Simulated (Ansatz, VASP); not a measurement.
Al: VASP beside Ansatz

INCAR

```
SYSTEM = Al
PREC     = Accurate       ! precision mode
ENCUT    = 600            ! plane-wave cutoff, eV
EDIFF    = 1E-6           ! SCF threshold, eV
ISMEAR   = -1             ! smearing method
SIGMA    = 0.05           ! smearing width, eV
LREAL    = .FALSE.        ! projectors in reciprocal space
LASPH    = .TRUE.         ! aspherical terms in the spheres
NELM     = 80             ! most SCF steps
ALGO     = Normal         ! electronic algorithm
ISIF     = 3              ! what is computed and relaxed
LWAVE    = .FALSE.        ! write WAVECAR
LCHARG   = .FALSE.        ! write CHGCAR
GGA      = PE             ! functional
IVDW     = 12             ! dispersion correction
IBRION   = 2              ! ionic algorithm
NSW      = 80             ! ionic steps
EDIFFG   = -0.005         ! ionic threshold
```

KPOINTS

```
Automatic mesh
0
G
  11 11 11
  0 0 0
```

The input POSCAR:

```
Al
1.0
    0.0000000000      2.0248050000      2.0248050000
    2.0248050000      0.0000000000      2.0248050000
    2.0248050000      2.0248050000      0.0000000000
Al
1
Direct
    0.0000000000      0.0000000000      0.0000000000
```

input.yaml

```yaml
crystal:
  lattice:
    - [0.0, 2.024805, 2.024805]
    - [2.024805, 0.0, 2.024805]
    - [2.024805, 2.024805, 0.0]
  atoms:
    - { symbol: Al, position: [0.0, 0.0, 0.0] }
kpoints:
  mp_grid: { grid: [11, 11, 11] }
scf:
  occupations: { method: fermi_dirac, width: 0.05 }
hamiltonian:
  xc: pbe
  dispersion: d3bj
  pseudopotentials: { kind: all_electron, lapw: { basis_error: 0.001 } }
output:
  forces: true
  stress: true
relax:
  f_tol: 0.005
  max_steps: 60
  cell: {}
```

Alike in both runs: task relaxation of cell and atoms; functional PBE; dispersion D3(BJ); k mesh 11 × 11 × 11; occupations fermi-dirac, width 0.05 eV; no spin polarisation.

|  | VASP | Ansatz |
| --- | --- | --- |
| version | VASP 6.6.1 | Ansatz 0.2.0 |
| potentials or method | VASP PAW PBE potentials, release 64 (Al), cutoff 600 eV | all-electron LAPW, scalar-relativistic |

|  | VASP | Ansatz | Ansatz less VASP |
| --- | --- | --- | --- |
| relaxed volume (Å³/atom) | 15.82 | 15.82 | +0.006 |
| relaxed cell length with the largest relative difference (Å) | 2.818 | 2.818 | +0.0003 |

Ansatz ran all-electron here, and VASP with PAW potentials.
